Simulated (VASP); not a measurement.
# Pd (Fd-3m) in VASP: further runs

Runs on Pd. Level: BLYP. Tasks: single point, relaxation of cell and atoms.

Program: VASP 6.6.1. These are calculated values, not measurements. Logs are shortened: lines on timing, memory, paths and dates and some standing lists are left out, and cuts for length are marked.

## Step 1: The cell of the first run

The structure is cubic, space group Fd-3m (No. 227). Conventional cell: a = 6.088 Å, b = 6.088 Å, c = 6.088 Å, α = 90.00°, β = 90.00°, γ = 90.00°. Pd (site symmetry -43m) has 4 Pd at 2.64 Å within 3.5 Å.

## Step 2: Single point, BLYP (volume scaled by 1.08)

INCAR reads:

```
AGGAC = 1.0 ; AGGAX = 1.0
ALDAC = 0.0 ; ALDAX = 1.0
ALGO = Normal ; EDIFF = 1E-6
ENCUT = 520 ; GGA = B5
ISIF = 2 ; ISMEAR = -1
LASPH = T ; LCHARG = T
LELF = T ; LREAL = F
LVHAR = T ; LWAVE = F
NBANDS = 17 ; NELM = 60
PREC = Accurate ; SIGMA = 0.1
```

KPOINTS reads:

```
k-points
0
Gamma
  10 10 10
```

POSCAR reads:

```
Pd
1.0
    0.0000000000      3.0440322712      3.0440322712
    3.0440322712      0.0000000000      3.0440322712
    3.0440322712      3.0440322712      0.0000000000
Pd
2
Direct
    0.1250000000      0.1250000000      0.1250000000
    0.8750000000      0.8750000000      0.8750000000
```

Potentials or basis: VASP PAW PBE potentials, release 64 (Pd).

Launch:

```sh
> cat potpaw_PBE.64/Pd/POTCAR > POTCAR
> mpirun -np 1 vasp_std > vasp.out
```

OUTCAR:

```text
EDIFF = 1E-6
   ENCUT = 520
   GGA = B5
   ISIF = 2
   ISMEAR = -1
   LASPH = T
   LREAL = F
   NELM = 60
   PREC = Accurate

 ion  position               nearest neighbor table
   1  0.125  0.125  0.125-   2 2.64   2 2.64   2 2.64   2 2.64
   2  0.875  0.875  0.875-   1 2.64   1 2.64   1 2.64   1 2.64

  LATTYP: Found a face centered cubic cell.
 ALAT       =     6.0880645424

  Lattice vectors:

 A1 = (   0.0000000000,   3.0440322712,   3.0440322712)
 A2 = (   3.0440322712,   0.0000000000,   3.0440322712)
 A3 = (   3.0440322712,   3.0440322712,   0.0000000000)

Analysis of symmetry for initial positions (statically):
[... 6 lines left out ...]

 Subroutine GETGRP returns: Found 48 space group operations
 (whereof 12 operations were pure point group operations)
 out of a pool of 48 trial point group operations.

The static configuration has the point symmetry D_3d.
 The point group associated with its full space group is O_h .

Analysis of symmetry for dynamics (positions and initial velocities):
[... 6 lines left out ...]

 Subroutine GETGRP returns: Found 48 space group operations
 (whereof 12 operations were pure point group operations)
 out of a pool of 48 trial point group operations.

The dynamic configuration has the point symmetry D_3d.
 The point group associated with its full space group is O_h .

 Subroutine INISYM returns: Found 48 space group operations
 (whereof 12 operations are pure point group operations),
 and found     1 'primitive' translations

----------------------------------------------------------------------------------------

                                     Primitive cell

  volume of cell :      56.4128

  direct lattice vectors                    reciprocal lattice vectors
     0.000000000  3.044032271  3.044032271    -0.164255814  0.164255814  0.164255814
     3.044032271  0.000000000  3.044032271     0.164255814 -0.164255814  0.164255814
     3.044032271  3.044032271  0.000000000     0.164255814  0.164255814 -0.164255814

  length of vectors
     4.304911722  4.304911722  4.304911722     0.284499416  0.284499416  0.284499416

  position of ions in fractional coordinates (direct lattice)
     0.125000000  0.125000000  0.125000000
     0.875000000  0.875000000  0.875000000

  ion indices of the primitive-cell ions
   primitive index   ion index
                 1           1
                 2           2

[... 59 lines left out ...]
   NGX,Y,Z   is equivalent  to a cutoff of  12.36, 12.36, 12.36 a.u.
   NGXF,Y,Z  is equivalent  to a cutoff of  24.72, 24.72, 24.72 a.u.
 SYSTEM =  unknown system
   PREC   = accura    normal or accurate (medium, high low for compatibility)
   ISTART =      0    job   : 0-new  1-cont  2-samecut
   ICHARG =      2    charge: 1-file 2-atom 10-const
   ISPIN  =      1    spin polarized calculation?
   LNONCOLLINEAR =      F non collinear calculations
   LSORBIT =      F    spin-orbit coupling
   LASPH  =      T    aspherical Exc in radial PAW
   ENCUT  =  520.0 eV  38.22 Ry    6.18 a.u.   8.00  8.00  8.00*2*pi/ulx,y,z
   NELM   =     60;   NELMIN=  2; NELMDL= -5     # of ELM steps
   EDIFF  = 0.1E-05   stopping-criterion for ELM
   LREAL  =      F    real-space projection
   EDIFFG = 0.1E-04   stopping-criterion for IOM
   NSW    =      0    number of steps for IOM
   IBRION =     -1    ionic relax: 0-MD 1-quasi-New 2-CG
   NFREE  =      0    steps in history (QN), initial steepest desc. (CG)
   ISIF   =      2    stress and relaxation
   ISYM   =      2    0-nonsym 1-usesym 2-fastsym
   POTIM  = 0.5000    time-step for ionic-motion
   TEBEG  =    0.0;   TEEND  =   0.0 temperature during run
   PSTRESS=    0.0 pullay stress
   NELECT =      20.0000    total number of electrons
   NUPDOWN=      -1.0000    fix difference up-down
   EMIN   =  10.00;   EMAX   =-10.00  energy-range for DOS
   EFERMI =   0.00;   METHOD = LEGACY
   ISMEAR =    -1;   SIGMA  =   0.10  broadening in eV -4-tet -1-fermi 0-gaus
   EFERMI_NEDOS =   21; number of points for ismear=-14 and -15
   IALGO  =     38    algorithm
   IMIX   =      4    mixing-type and parameters
     AMIX     =   0.40;   BMIX     =  1.00
     AMIX_MAG =   1.60;   BMIX_MAG =  1.00
  volume/ion in A,a.u.               =      28.21       190.35
  Fermi-wavevector in a.u.,A,eV,Ry     =   1.158668  2.189565 18.265970  1.342511
  Thomas-Fermi vector in A             =   2.295268
   LORBIT       =      0    0 simple, 1 ext, 2 COOP (PROOUT), +10 PAW based schemes
   GGA     = B5    functional components
   LHFCALC =     F    Hartree Fock is set to
   AEXX    =    0.0000 exact exchange contribution
   IVDW    =     0    specifies the selected vdW correction
   LEPSILON=     F    determine dielectric tensor
   LRPA    =     F    only Hartree local field effects (RPA)
 non-spin polarized calculation
  energy-cutoff  :      520.00
  volume of cell :       56.41
 maximum number of plane-waves:      1533
   NGX = 17   NGY = 17   NGZ = 17

 number of electron      20.0000005 magnetization

 Free energy of the ion-electron system (eV)
  ---------------------------------------------------
  ext. energy  EPLUGINS =         0.00000000
  ---------------------------------------------------
  free energy    TOTEN  =        -7.25849254 eV

  energy without entropy =       -7.07594569  energy(sigma->0) =       -7.16721911

 E-fermi :   3.0117     XC(G=0):  -8.6696

 val. band max:        3.0044440877   @ k =  -0.3000   0.5000   0.2000
 cond. band min:       3.0170294842   @ k =  -0.3000   0.4000   0.2000
 fundamental gap:      0.0125853965
 Fermi energy:         3.0116933824

 k-point     1 :       0.0000    0.0000    0.0000
  band No.  band energies     occupation
      1      -0.7357      2.00000
      2       0.3332      2.00000
      3       0.3332      2.00000
      4       0.4069      2.00000
      5       0.4069      2.00000
      6       0.4069      2.00000
[... 457 lines left out ...]
      4       0.6498      2.00000
      5       0.9664      2.00000
      6       1.0849      2.00000
[... 9 lines left out ...]
     16      12.8488      0.00000
     17      18.6902      0.00000

 [... further k-points ...]
[... 5 lines left out ...]
  --------------------------------------------------------------------------------------
  -------------------------------------------------------------------------------------
  Total       -1.1883259     -1.1883259     -1.1883259      0.0000000      0.0000000      0.0000000
  in kB      -33.7495829    -33.7495829    -33.7495829      0.0000000      0.0000000      0.0000000
  external PRESSURE =     -33.7495829 kB  Pullay stress =       0.0000000 kB

 VOLUME and BASIS-vectors are now :
 -----------------------------------------------------------------------------
  energy-cutoff  :      520.00
  volume of cell :       56.41
      direct lattice vectors                 reciprocal lattice vectors
     0.000000000  3.044032271  3.044032271    -0.164255814  0.164255814  0.164255814
     3.044032271  0.000000000  3.044032271     0.164255814 -0.164255814  0.164255814
     3.044032271  3.044032271  0.000000000     0.164255814  0.164255814 -0.164255814

 POSITION                                       TOTAL-FORCE (eV/Angst)
 -----------------------------------------------------------------------------------
      0.76101      0.76101      0.76101         0.000000      0.000000      0.000000
      5.32706      5.32706      5.32706        -0.000000      0.000000     -0.000000
 -----------------------------------------------------------------------------------
    total drift:                                0.000000      0.000000     -0.000000

  FREE ENERGIE OF THE ION-ELECTRON SYSTEM (eV)
  ---------------------------------------------------
  free  energy   TOTEN  =        -7.2584925391 eV

  energy  without entropy=       -7.0759456866  energy(sigma->0) =       -7.16721911
```

OSZICAR:

```text
N       E                     dE             d eps       ncg     rms          rms(c)
DAV:   1     0.962521638199E+02    0.96252E+02   -0.94116E+03  1598   0.105E+03
DAV:   2    -0.561854122692E+01   -0.10187E+03   -0.94430E+02  1690   0.214E+02
DAV:   3    -0.737361156601E+01   -0.17551E+01   -0.17396E+01  1905   0.307E+01
DAV:   4    -0.738918940713E+01   -0.15578E-01   -0.15576E-01  2039   0.268E+00
DAV:   5    -0.738943084188E+01   -0.24143E-03   -0.24143E-03  1963   0.339E-01    0.442E+00
DAV:   6    -0.727481031029E+01    0.11462E+00   -0.54903E-01  1805   0.622E+00    0.236E+00
DAV:   7    -0.726201211089E+01    0.12798E-01   -0.29673E-02  1774   0.138E+00    0.140E+00
DAV:   8    -0.725833955697E+01    0.36726E-02   -0.58773E-03  1844   0.602E-01    0.581E-02
DAV:   9    -0.725845622840E+01   -0.11667E-03   -0.16269E-04  2097   0.813E-02    0.362E-02
DAV:  10    -0.725849227584E+01   -0.36047E-04   -0.36775E-05  1681   0.406E-02    0.528E-03
DAV:  11    -0.725849253914E+01   -0.26330E-06   -0.31761E-07  1649   0.420E-03
   1 F= -.72584925E+01 E0= -.71672191E+01  d E =-.182547E+00
```

stdout:

```text
POSCAR found type information on POSCAR Pd
 POSCAR found :  1 types and       2 ions
 scaLAPACK will be used
 -----------------------------------------------------------------------------
|                                                                             |
|                                                                             |
|     You enforced a specific xc type in the INCAR file but a different       |
|     I HOPE YOU KNOW WHAT YOU ARE DOING!                                     |
|                                                                             |
 -----------------------------------------------------------------------------

 LDA part: xc-table for (Slater(with rela. corr.)+VWN5), standard interpolation
 POSCAR, INCAR and KPOINTS ok, starting setup
 FFT: planning ... GRIDC
 FFT: planning ... GRID_SOFT
 FFT: planning ... GRID
 WAVECAR not read
 entering main loop
```

It took 27 s on 1 thread of AMD EPYC 9R45 (Zen 5), shared host; peak memory 0.16 GiB.

Results:

```
Free energy            : -7.2585 eV
Pressure               : -3.4 GPa
Band gap on the k mesh : zero (band 10 reaches 3.02 eV, above the bottom of band 11 at 2.73 eV)
```

Caveat: the cell differs from its parent crystal (volume scaled by 1.08); the PAW data sets were made with another functional, which shifts forces and pressure a little.

## Step 3: Single point, BLYP (volume scaled by 1.12)

INCAR reads:

```
SYSTEM = Pd
PREC = Accurate ; ENCUT = 520
EDIFF = 1E-6 ; ISMEAR = -1
SIGMA = 0.1 ; LREAL = .False.
LASPH = .True. ; NELM = 100
ALGO = Normal ; ISIF = 2
LWAVE = .False. ; LCHARG = .False.
GGA = B5 ; ALDAX = 1.0
AGGAX = 1.0 ; AGGAC = 1.0
ALDAC = 0.0 ; NBANDS = 17
```

KPOINTS reads:

```
Automatic mesh
0
Gamma
  10 10 10
  0 0 0
```

POSCAR reads:

```
Pd
1.0
    0.0000000000      3.0811582750      3.0811582750
    3.0811582750      0.0000000000      3.0811582750
    3.0811582750      3.0811582750      0.0000000000
Pd
2
Direct
    0.1250000000      0.1250000000      0.1250000000
    0.8750000000      0.8750000000      0.8750000000
```

Potentials or basis: VASP PAW PBE potentials, release 64 (Pd).

Launch:

```sh
> cat potpaw_PBE.64/Pd/POTCAR > POTCAR
> mpirun -np 1 vasp_std > vasp.out
```

It took 26 s on 1 thread of AMD EPYC 9R45 (Zen 5), shared host; peak memory 0.16 GiB.

Results (log left out):

- Free energy: -7.2073 eV
- Pressure: -4.5 GPa
- Band gap on the k mesh: zero (band 10 reaches 2.70 eV, above the bottom of band 11 at 2.43 eV)

Levels at points of the mesh, in eV from the Fermi level:
| k point | band 8 | band 9 | band 10 | band 11 | band 12 | band 13 |
| --- | --- | --- | --- | --- | --- | --- |
| (0.00, 0.00, 0.00) | -1.03 | -1.03 | -0.20 | -0.20 | 10.22 | 10.22 |
| (0.50, 0.00, 0.00) | -0.81 | -0.31 | -0.31 | 0.57 | 1.03 | 7.58 |
| (0.50, 0.50, 0.00) | -1.39 | -0.17 | -0.17 | 1.76 | 1.76 | 4.67 |

Caveat: the cell differs from its parent crystal (volume scaled by 1.12); the PAW data sets were made with another functional, which shifts forces and pressure a little.

## Step 4: Relaxation of cell and atoms, BLYP

This run uses another cell than the first one, of 19.86 Å³/atom, 0.704 times its volume.

INCAR reads:

```
AGGAC = 1.0
AGGAX = 1.0
ALDAC = 0.0
ALDAX = 1.0
ALGO = Normal
EDIFF = 1E-6
EDIFFG = -0.01
ENCUT = 600
GGA = B5
IBRION = 2
ISIF = 3
ISMEAR = -1
LASPH = True
LCHARG = False
LREAL = False
LWAVE = False
NELM = 100
NSW = 80
PREC = Accurate
SIGMA = 0.1
```

KPOINTS reads:

```
k-points
0
Gamma
  10 10 10
```

POSCAR reads:

```
Pd
1.0
    0.0000000000      2.7082278367      2.7082278367
    2.7082278367      0.0000000000      2.7082278367
    2.7082278367      2.7082278367      0.0000000000
Pd
2
Direct
    0.1250000000      0.1250000000      0.1250000000
    0.8750000000      0.8750000000      0.8750000000
```

Launch:

```sh
> cat potpaw_PBE.64/Pd/POTCAR > POTCAR
> mpirun -np 1 vasp_std > vasp.out
```

Wall time 3.4 min (1 thread of AMD EPYC 9R45 (Zen 5), shared host); peak memory 0.17 GiB.

It converged, with:

```yaml
Free_energy: -7.2985 eV
Relaxed_volume: 26.14 Å³/atom
Relaxed_cell: a = 4.197 Å, b = 4.197 Å, c = 4.197 Å, α = 60.00°, β = 60.00°, γ = 60.00°
Space_group_after_relaxing_to_0.05_Å: Fd-3m (No. 227)
Energy_gained_by_relaxing: 457.0 meV/atom
Ionic_steps: 19
Pressure_after_relaxing: 0.0 GPa
Band_gap_on_the_k_mesh: zero (band 10 reaches 3.74 eV, above the bottom of band 11 at 3.42 eV)
```

The path:
| step | energy change (eV) | largest force (eV/Å) | pressure (GPa) | volume (Å³) |
| --- | --- | --- | --- | --- |
| 1 | 0.0000 | 0.0000 | 31.07 | 39.73 |
| 2 | -0.5341 | 0.0000 | -6.81 | 66.25 |
| 3 | -0.9139 | 0.0000 | -0.14 | 52.41 |
| 4 | -0.9139 | 0.0000 | 0.16 | 52.14 |
| 5 | -0.9139 | 0.0000 | 0.16 | 52.14 |
| 6 | -0.9139 | 0.0000 | 0.16 | 52.14 |
| 7 | -0.9139 | 0.0000 | 0.16 | 52.14 |
| 8 | -0.9139 | 0.0000 | 0.16 | 52.14 |
| 9 | -0.9139 | 0.0000 | 0.16 | 52.14 |
| 10 | -0.9139 | 0.0000 | 0.16 | 52.14 |
| 11 | -0.9139 | 0.0000 | 0.16 | 52.14 |
| 12 | -0.9139 | 0.0000 | 0.16 | 52.14 |
| 13 | -0.9139 | 0.0000 | 0.15 | 52.14 |
| 14 | -0.9139 | 0.0000 | 0.13 | 52.15 |
| 15 | -0.9139 | 0.0000 | 0.15 | 52.15 |
| 16 | -0.9139 | 0.0000 | 0.14 | 52.16 |
| 17 | -0.9139 | 0.0000 | 0.13 | 52.18 |
| 18 | -0.9139 | 0.0000 | 0.10 | 52.21 |
| 19 | -0.9140 | 0.0000 | 0.00 | 52.29 |

Final structure:
```
Pd
1.0
     0.00000    2.96793    2.96793
     2.96793    0.00000    2.96793
     2.96793    2.96793    0.00000
Pd
2
Direct
  0.12500 0.12500 0.12500
  0.87500 0.87500 0.87500
```

Levels at points of the mesh, in eV from the Fermi level:
```csv
k point,band 6,band 7,band 8,band 9,band 10,band 11,band 12,band 13,band 14
"(0.00, 0.00, 0.00)",-2.89,-1.21,-1.21,-1.21,-0.19,-0.19,11.06,11.06,11.06
"(0.50, 0.00, 0.00)",-2.73,-0.93,-0.93,-0.33,-0.33,0.30,1.16,8.09,8.09
"(0.50, 0.50, 0.00)",-1.72,-1.63,-1.63,-0.18,-0.18,1.87,1.87,4.78,4.78
```

Caveat: the volume moved by over 15 % at a fixed basis, so the end points are rough; the PAW data sets were made with another functional, which shifts forces and pressure a little.

(Continued in part 2 of 2.)
